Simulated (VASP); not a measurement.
# ZnO (P6_3mc) in VASP: notebook

Aim: see how the results for ZnO move with the level of theory and the settings. Levels: revPBE+D3(BJ), PBEsol. Tasks: single point.

Everything below comes from runs of VASP 6.6.1. Logs are shortened: lines on timing, memory, paths and dates and some standing lists are left out, and cuts for length are marked.

### Step 1. The cell of the first run

It takes space group P6_3mc (No. 186, hexagonal). The conventional cell has a = 3.236 Å, b = 3.236 Å, c = 5.223 Å, α = 90.00°, β = 90.00°, γ = 120.00°. Within 2.6 Å of Zn (site symmetry 3m) lie 4 O at 1.97 to 1.98 Å. O (site symmetry 3m) has 4 Zn at 1.97 to 1.98 Å within 2.6 Å.

### Step 2. Single point, revPBE+D3(BJ) (volume scaled by 0.98)

INCAR

```
  PREC = Accurate
  ENCUT = 910
  EDIFF = 1E-6
  ISMEAR = 0
  SIGMA = 0.05
  LREAL = False
  LASPH = True
  NELM = 120
  ALGO = Normal
  ISIF = 2
  LWAVE = False
  LCHARG = True
  GGA = RE
  IVDW = 12
  LELF = True
  LVHAR = True
  NBANDS = 26
  GGA_COMPAT = False
```

KPOINTS

```
regular mesh
0
Gamma
  8 8 6
```

POSCAR

```
ZnO
1.0
    3.2362293537      0.0000000000      0.0000000000
   -1.6181146769      2.8026568328      0.0000000000
    0.0000000000      0.0000000000      5.2231606079
Zn O
2 2
Direct
    0.3333333333      0.6666666667      0.0015378783
    0.6666666667      0.3333333333      0.5015378783
    0.3333333333      0.6666666667      0.3805621217
    0.6666666667      0.3333333333      0.8805621217
```

Potentials or basis: VASP PAW PBE potentials, release 64 (Zn, O_h).

Run with:

```console
cat potpaw_PBE.64/Zn/POTCAR potpaw_PBE.64/O_h/POTCAR > POTCAR
mpirun -np 1 vasp_std > vasp.out
```

OUTCAR:

```text
PREC = Accurate
   ENCUT = 910
   EDIFF = 1E-6
   ISMEAR = 0
   LREAL = False
   LASPH = True
   NELM = 120
   ISIF = 2
   GGA = RE
   IVDW = 12
 IVDW          = 12

 ion  position               nearest neighbor table
   1  0.333  0.667  0.002-   4 1.97   4 1.97   4 1.97   3 1.98
   2  0.667  0.333  0.502-   3 1.97   3 1.97   3 1.97   4 1.98
   3  0.333  0.667  0.381-   2 1.97   2 1.97   2 1.97   1 1.98
   4  0.667  0.333  0.881-   1 1.97   1 1.97   1 1.97   2 1.98

  LATTYP: Found a hexagonal cell.
 ALAT       =     3.2362293537
 C/A-ratio  =     1.6139649070

  Lattice vectors:

 A1 = (   3.2362293537,   0.0000000000,   0.0000000000)
 A2 = (  -1.6181146769,   2.8026568328,   0.0000000000)
 A3 = (   0.0000000000,   0.0000000000,   5.2231606079)

Analysis of symmetry for initial positions (statically):
=====================================================================
 Subroutine PRICEL returns:
 Original cell was already a primitive cell.

 Routine SETGRP: Setting up the symmetry group for a
 hexagonal supercell.

 Subroutine GETGRP returns: Found 12 space group operations
 (whereof  6 operations were pure point group operations)
 out of a pool of 24 trial point group operations.

The static configuration has the point symmetry C_3v.
 The point group associated with its full space group is C_6v.

Analysis of symmetry for dynamics (positions and initial velocities):
=====================================================================
 Subroutine PRICEL returns:
 Original cell was already a primitive cell.

 Routine SETGRP: Setting up the symmetry group for a
 hexagonal supercell.

 Subroutine GETGRP returns: Found 12 space group operations
 (whereof  6 operations were pure point group operations)
 out of a pool of 24 trial point group operations.

The dynamic configuration has the point symmetry C_3v.
 The point group associated with its full space group is C_6v.

 Subroutine INISYM returns: Found 12 space group operations
 (whereof  6 operations are pure point group operations),
 and found     1 'primitive' translations

----------------------------------------------------------------------------------------

                                     Primitive cell

  volume of cell :      47.3743

  direct lattice vectors                    reciprocal lattice vectors
[... 90 lines left out ...]
   NELM   =    120;   NELMIN=  2; NELMDL= -5     # of ELM steps
   EDIFF  = 0.1E-05   stopping-criterion for ELM
   LREAL  =      F    real-space projection
   EDIFFG = 0.1E-04   stopping-criterion for IOM
   NSW    =      0    number of steps for IOM
   IBRION =     -1    ionic relax: 0-MD 1-quasi-New 2-CG
   NFREE  =      0    steps in history (QN), initial steepest desc. (CG)
   ISIF   =      2    stress and relaxation
   ISYM   =      2    0-nonsym 1-usesym 2-fastsym
   POTIM  = 0.5000    time-step for ionic-motion
   TEBEG  =    0.0;   TEEND  =   0.0 temperature during run
   PSTRESS=    0.0 pullay stress
   NELECT =      36.0000    total number of electrons
   NUPDOWN=      -1.0000    fix difference up-down
   EMIN   =  10.00;   EMAX   =-10.00  energy-range for DOS
   EFERMI =   0.00;   METHOD = LEGACY
   ISMEAR =     0;   SIGMA  =   0.05  broadening in eV -4-tet -1-fermi 0-gaus
   EFERMI_NEDOS =   21; number of points for ismear=-14 and -15
   IALGO  =     38    algorithm
   IMIX   =      4    mixing-type and parameters
     AMIX     =   0.40;   BMIX     =  1.00
     AMIX_MAG =   1.60;   BMIX_MAG =  1.00
  volume/ion in A,a.u.               =      11.84        79.92
  Fermi-wavevector in a.u.,A,eV,Ry     =   1.493923  2.823105 30.365552  2.231805
  Thomas-Fermi vector in A             =   2.606261
   LORBIT       =      0    0 simple, 1 ext, 2 COOP (PROOUT), +10 PAW based schemes
   GGA     = RE    functional components
   LHFCALC =     F    Hartree Fock is set to
   AEXX    =    0.0000 exact exchange contribution
   IVDW    =    12    specifies the selected vdW correction
   LEPSILON=     F    determine dielectric tensor
   LRPA    =     F    only Hartree local field effects (RPA)
 non-spin polarized calculation
 Gauss-broadening in eV      SIGMA  =   0.05
  energy-cutoff  :      910.00
  volume of cell :       47.37
 maximum number of plane-waves:      2972
 NGX is ok and might be reduce to    32
   NGX = 15   NGY = 15   NGZ = 25

 number of electron      36.0000001 magnetization

 Free energy of the ion-electron system (eV)
  ---------------------------------------------------
  ext. energy  EPLUGINS =         0.00000000
  ---------------------------------------------------
  free energy    TOTEN  =       -16.47659387 eV

  energy without entropy =      -16.47659387  energy(sigma->0) =      -16.47659387

 E-fermi :   1.9524     XC(G=0): -10.7513

 val. band max:        1.7072651693   @ k =   0.0000   0.0000   0.0000
 cond. band min:       2.5598145870   @ k =   0.0000   0.0000   0.0000
 fundamental gap:      0.8525494178
 Fermi energy:         1.9523950710

 k-point     1 :       0.0000    0.0000    0.0000
  band No.  band energies     occupation
      1     -16.4905      2.00000
      2     -15.7756      2.00000
      3      -4.0037      2.00000
      4      -4.0037      2.00000
      5      -3.9596      2.00000
      6      -3.9536      2.00000
[... 685 lines left out ...]
     25      15.3052      0.00000
     26      15.7204      0.00000

 [... further k-points ...]

------------------------ aborting loop because EDIFF is reached ----------------------------------------

 Edisp (eV)   -1.77407

 E8    (eV) :    -1.1589

  FORCE on cell =-STRESS in cart. coord.  units (eV):
  Direction    XX          YY          ZZ          XY          YZ          ZX
  --------------------------------------------------------------------------------------
  -------------------------------------------------------------------------------------
  Total       1.07929     1.07929     1.09895    -0.00000     0.00000     0.00000
  in kB      36.50125    36.50125    37.16615    -0.00000     0.00000     0.00000
  external pressure =       36.72 kB  Pullay stress =        0.00 kB

 VOLUME and BASIS-vectors are now :
 -----------------------------------------------------------------------------
  energy-cutoff  :      910.00
  volume of cell :       47.37
      direct lattice vectors                 reciprocal lattice vectors
     3.236229354  0.000000000  0.000000000     0.309001585  0.178402148  0.000000000
    -1.618114677  2.802656833  0.000000000     0.000000000  0.356804297  0.000000000
     0.000000000  0.000000000  5.223160608     0.000000000  0.000000000  0.191454959

 POSITION                                       TOTAL-FORCE (eV/Angst)
 -----------------------------------------------------------------------------------
     -0.00000      1.86844      0.00803         0.000000     -0.000000      0.004449
      1.61811      0.93422      2.61961        -0.000000      0.000000      0.004449
     -0.00000      1.86844      1.98774        -0.000000      0.000000     -0.004449
      1.61811      0.93422      4.59932         0.000000     -0.000000     -0.004449
 -----------------------------------------------------------------------------------
    total drift:                               -0.000000     -0.000000      0.000639

  FREE ENERGIE OF THE ION-ELECTRON SYSTEM (eV)
  ---------------------------------------------------
  free  energy   TOTEN  =       -18.2506684998 eV

  energy  without entropy=      -18.2506684998  energy(sigma->0) =      -18.25066850
```

OSZICAR:

```text
N       E                     dE             d eps       ncg     rms          rms(c)
DAV:   1     0.398736620572E+03    0.39874E+03   -0.25125E+04  2096   0.294E+03
DAV:   2     0.467007400142E+02   -0.35204E+03   -0.32978E+03  2248   0.554E+02
DAV:   3    -0.165549094105E+02   -0.63256E+02   -0.60880E+02  2390   0.190E+02
DAV:   4    -0.196681407825E+02   -0.31132E+01   -0.30877E+01  2332   0.462E+01
DAV:   5    -0.196973884054E+02   -0.29248E-01   -0.29232E-01  2290   0.458E+00    0.151E+01
DAV:   6    -0.162653248777E+02    0.34321E+01   -0.60504E+00  3440   0.596E+01    0.905E+00
DAV:   7    -0.165096591177E+02   -0.24433E+00   -0.31376E+00  2384   0.165E+01    0.552E+00
DAV:   8    -0.165184772931E+02   -0.88182E-02   -0.49928E-01  3000   0.705E+00    0.180E+00
DAV:   9    -0.164740630965E+02    0.44414E-01   -0.91963E-02  2938   0.552E+00    0.414E-01
DAV:  10    -0.164762057156E+02   -0.21426E-02   -0.43211E-02  2116   0.167E+00    0.145E-01
DAV:  11    -0.164765997756E+02   -0.39406E-03   -0.19692E-03  2410   0.805E-01    0.462E-02
DAV:  12    -0.164765728280E+02    0.26948E-04   -0.43843E-04  2532   0.593E-01    0.209E-02
DAV:  13    -0.164765999316E+02   -0.27104E-04   -0.57670E-05  2256   0.823E-02    0.281E-02
DAV:  14    -0.164765937004E+02    0.62312E-05   -0.23976E-05  2530   0.500E-02    0.431E-03
DAV:  15    -0.164765938705E+02   -0.17004E-06   -0.44713E-06  2156   0.239E-02
   1 F= -.18250668E+02 E0= -.18250668E+02  d E =-.535249E-14
```

stdout:

```text
POSCAR found type information on POSCAR ZnO
 POSCAR found :  2 types and       4 ions
 scaLAPACK will be used
 -----------------------------------------------------------------------------
|                                                                             |
|                                                                             |
|     You enforced a specific xc type in the INCAR file but a different       |
|     I HOPE YOU KNOW WHAT YOU ARE DOING!                                     |
|                                                                             |
 -----------------------------------------------------------------------------

 LDA part: xc-table for (Slater+PW92), standard interpolation
 POSCAR, INCAR and KPOINTS ok, starting setup
 FFT: planning ... GRIDC
 FFT: planning ... GRID_SOFT
 FFT: planning ... GRID
 WAVECAR not read
 entering main loop
```

Wall time 57 s (1 thread of Intel Xeon 6975P-C (Granite Rapids), shared host); peak memory 0.28 GiB.

What came out:

```
Free energy                : -18.2507 eV
Pressure                   : 3.7 GPa
Largest force              : 0.004 eV/Å
Band gap on the k mesh     : 0.85 eV, direct
Dispersion energy per atom : -0.444 eV
```

Forces on the atoms (eV/Å):
```
Zn   0.000  0.000  0.004
Zn   0.000  0.000  0.004
O    0.000  0.000 -0.004
O    0.000  0.000 -0.004
```

Caveat: the cell differs from its parent crystal (volume scaled by 0.98); the cutoff is under 1.25 times the usual one of these potentials, so pressure, stress and relaxed cells hold a basis-set (Pulay) error; the PAW data sets were made with another functional, which shifts forces and pressure a little.

### Step 3. Single point, revPBE+D3(BJ)

This run uses another cell than the first one, of 11.90 Å³/atom, 1.004 times its volume.

INCAR

```
SYSTEM = ZnO
ALGO = Normal
EDIFF = 1E-6
ENCUT = 910
GGA = RE
GGA_COMPAT = .False.
ISIF = 2
ISMEAR = 0
IVDW = 12
LASPH = .True.
LCHARG = .False.
LREAL = .False.
LWAVE = .False.
NBANDS = 26
NELM = 120
PREC = Accurate
SIGMA = 0.05
```

KPOINTS

```
k-points
0
Gamma
  8 8 6
  0 0 0
```

POSCAR

```
ZnO
1.0
    3.2419811861      0.0000000000      0.0000000000
   -1.6209905930      2.8076380657      0.0000000000
    0.0000000000      0.0000000000      5.2276401393
Zn O
2 2
Direct
    0.3333333333      0.6666666667      0.0014489168
    0.6666666667      0.3333333333      0.5014489168
    0.3333333333      0.6666666667      0.3806510832
    0.6666666667      0.3333333333      0.8806510832
```

Potentials or basis: VASP PAW PBE potentials, release 64 (Zn, O_h).

Run with:

```console
cat potpaw_PBE.64/Zn/POTCAR potpaw_PBE.64/O_h/POTCAR > POTCAR
mpirun -np 1 vasp_std > vasp.out
```

OUTCAR:

```text
SYSTEM = ZnO
   EDIFF = 1E-6
   ENCUT = 910
   GGA = RE
   ISIF = 2
   ISMEAR = 0
   IVDW = 12
   LASPH = .True.
   LREAL = .False.
   NELM = 120
   PREC = Accurate
 IVDW          = 12

 ion  position               nearest neighbor table
   1  0.333  0.667  0.001-   4 1.98   4 1.98   4 1.98   3 1.98
   2  0.667  0.333  0.501-   3 1.98   3 1.98   3 1.98   4 1.98
   3  0.333  0.667  0.381-   2 1.98   2 1.98   2 1.98   1 1.98
   4  0.667  0.333  0.881-   1 1.98   1 1.98   1 1.98   2 1.98

[... 900 lines left out ...]
 E8    (eV) :    -1.1536

  FORCE on cell =-STRESS in cart. coord.  units (eV):
  Direction    XX          YY          ZZ          XY          YZ          ZX
  --------------------------------------------------------------------------------------
  -------------------------------------------------------------------------------------
  Total       0.87859     0.87859     0.93656     0.00000     0.00000     0.00000
  in kB      29.58288    29.58288    31.53485     0.00000     0.00000     0.00000
  external pressure =       30.23 kB  Pullay stress =        0.00 kB

 VOLUME and BASIS-vectors are now :
 -----------------------------------------------------------------------------
  energy-cutoff  :      910.00
  volume of cell :       47.58
      direct lattice vectors                 reciprocal lattice vectors
     3.241981186  0.000000000  0.000000000     0.308453363  0.178085632  0.000000000
    -1.620990593  2.807638066  0.000000000     0.000000000  0.356171264  0.000000000
     0.000000000  0.000000000  5.227640139     0.000000000  0.000000000  0.191290902

 POSITION                                       TOTAL-FORCE (eV/Angst)
 -----------------------------------------------------------------------------------
     -0.00000      1.87176      0.00757         0.000000     -0.000000      0.001405
      1.62099      0.93588      2.62139        -0.000000      0.000000      0.001405
     -0.00000      1.87176      1.98991        -0.000000      0.000000     -0.001405
      1.62099      0.93588      4.60373         0.000000     -0.000000     -0.001405
 -----------------------------------------------------------------------------------
    total drift:                               -0.000000     -0.000000      0.000475

  FREE ENERGIE OF THE ION-ELECTRON SYSTEM (eV)
  ---------------------------------------------------
  free  energy   TOTEN  =       -18.2554238328 eV

  energy  without entropy=      -18.2554238328  energy(sigma->0) =      -18.25542383
```

It took 76 s on 1 thread of Intel Xeon Platinum 8259CL at 2.50GHz (Skylake/Cascade Lake), shared host; peak memory 0.29 GiB.

Results:

- Free energy: -18.2554 eV
- Pressure: 3.0 GPa
- Band gap on the k mesh: 0.85 eV, direct
- Dispersion energy per atom: -0.441 eV

Caveat: the cutoff is under 1.25 times the usual one of these potentials, so pressure, stress and relaxed cells hold a basis-set (Pulay) error; the PAW data sets were made with another functional, which shifts forces and pressure a little.

### Step 4. Single point, PBEsol (volume scaled by 0.96)

Edit INCAR of step 3 so:

```diff
@@ -4,3 +4,3 @@
 ENCUT = 910
-GGA = RE
+GGA = PS
 GGA_COMPAT = .False.
@@ -8,3 +8,2 @@
 ISMEAR = 0
-IVDW = 12
 LASPH = .True.
```

KPOINTS is that of step 3.

POSCAR

```
ZnO
1.0
    3.1880703917      0.0000000000      0.0000000000
   -1.5940351958      2.7609499483      0.0000000000
    0.0000000000      0.0000000000      5.1407098901
Zn O
2 2
Direct
    0.3333333333      0.6666666667      0.0014489168
    0.6666666667      0.3333333333      0.5014489168
    0.3333333333      0.6666666667      0.3806510832
    0.6666666667      0.3333333333      0.8806510832
```

Run with:

```console
cat potpaw_PBE.64/Zn/POTCAR potpaw_PBE.64/O_h/POTCAR > POTCAR
mpirun -np 1 vasp_std > vasp.out
```

Run time: 1.9 min. Hardware: 1 thread of Intel Xeon Platinum 8259CL at 2.50GHz (Skylake/Cascade Lake), shared host; peak memory 0.27 GiB.

Results (log left out):

| Property | Result |
| --- | --- |
| Free energy | -19.3725 eV |
| Pressure | 7.2 GPa |
| Band gap on the k mesh | 0.75 eV, direct |

Stress tensor (GPa, compression positive):
```
7.21 0.00 0.00
0.00 7.21 0.00
0.00 0.00 7.32
```

Levels at points of the mesh, in eV from the valence-band top:
```csv
k point,band 15,band 16,band 17,band 18,band 19,band 20,band 21,band 22
"(0.00, 0.00, 0.00)",-0.86,-0.11,0.00,0.00,0.75,5.30,8.24,13.03
"(0.50, 0.00, 0.00)",-3.00,-2.46,-1.39,-0.91,5.90,6.77,7.48,8.78
"(0.00, 0.00, 0.50)",-0.43,-0.43,-0.43,-0.43,3.47,3.47,10.13,10.13
"(0.50, 0.00, 0.50)",-1.63,-1.63,-1.49,-1.49,5.64,5.64,8.63,8.63
```

Caveat: the cell differs from its parent crystal (volume scaled by 0.96); the cutoff is under 1.25 times the usual one of these potentials, so pressure, stress and relaxed cells hold a basis-set (Pulay) error; the PAW data sets were made with another functional, which shifts forces and pressure a little.

### Step 5. Overview

```tsv
level	cell	gap on the mesh (eV)	pressure (GPa)
revPBE+D3(BJ)	a = 3.236, b = 3.236, c = 5.223 Å, angles 90.0, 90.0, 120.0°, 4 atoms	0.85	3.7
revPBE+D3(BJ)	a = 3.242, b = 3.242, c = 5.228 Å, angles 90.0, 90.0, 120.0°, 4 atoms	0.85	3.0
PBEsol	a = 3.188, b = 3.188, c = 5.141 Å, angles 90.0, 90.0, 120.0°, 4 atoms	0.75	7.2
```

Alike in all rows: task single point; potentials or basis VASP PAW PBE potentials, release 64 (Zn, O_h); no spin polarisation; k mesh 8 × 8 × 6; cutoff (eV) 910; smearing gaussian 0.05 eV.

Caveats: the cutoff is under 1.25 times the usual one of these potentials, so pressure, stress and relaxed cells hold a basis-set (Pulay) error; the PAW data sets were made with another functional, which shifts forces and pressure a little.

Absolute energies hang on the potentials; compare differences alone.
